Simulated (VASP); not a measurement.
Ga, 3 atoms in the cell. It takes space group Pm-3m (No. 221, cubic). The conventional cell has a = 3.920 Å, b = 3.920 Å, c = 3.920 Å, α = 90.00°, β = 90.00°, γ = 90.00°. Ga (site symmetry 4/mmm) has 8 Ga at 2.77 Å within 3.7 Å. 

| Property | Result |
| --- | --- |
| Program | VASP 6.6.1 |
| Task | single point |
| Functional | PBE |
| Potentials or basis | VASP PAW PBE potentials, release 64 (Ga_d) |
| Cutoff | 520 eV |
| k mesh | 4 × 4 × 4 |
| Occupations | gaussian, width 0.1 eV |
| Spin | no spin polarisation |
| Dipole correction | no |
| Further INCAR settings | ALGO = Normal; EDIFF = 1e-07; NBANDS = 26 |

Potentials or basis: VASP PAW PBE potentials, release 64 (Ga_d).

The run is started by

```bash
$ cat potpaw_PBE.64/Ga_d/POTCAR > POTCAR
$ mpirun -np 1 vasp_std > vasp.out
```

Hardware: 1 thread of AMD EPYC 7R13, on a shared host.

**Question.** How long does it take, and how much memory?

**Answer.** Wall time 33 s on 1 thread of AMD EPYC 7R13 (shared host), peak memory 0.13 GiB. Counts: scf iterations 14, k points 10.
